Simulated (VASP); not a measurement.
Runs of VASP 6.6.1 on Cd. The structure is that of space group Fm-3m (No. 225), or close to it. The cells are those of the table. This isn't the form of Cd at room conditions, which is hcp.

```tsv
cell	k mesh	gap on the mesh (eV)	pressure (GPa)
a = 3.254 Å, angles 60.0°, 1 atom	14 × 14 × 14	none	-4.4
a = 3.048 Å, angles 60.0°, 1 atom	14 × 14 × 14	none	(a)
a = 3.091 Å, angles 60.0°, 1 atom	14 × 14 × 14	none	2.7
a = 3.134 Å, angles 60.0°, 1 atom	12 × 12 × 12	none	0.2
a = 3.003 Å, angles 60.0°, 1 atom	14 × 14 × 14	none	(b)
```

Alike in all rows: task single point; level r2SCAN; potentials or basis VASP PAW PBE potentials, release 64 (Cd); no spin polarisation; cutoff (eV) 550; smearing fermi-dirac 0.1 eV.

Fill in the values left out.

(a) 6.0; (b) 10.3.

Caveats: the PAW data sets were made with another functional, which shifts forces and pressure a little; the cell stands under pressure (at least some runs); the cell stands under tension (at least some runs).

A k mesh can miss the band edges, and the runs leave out spin-orbit coupling on Cd.

A gap of «none» marks levels without a gap at the run's occupations.
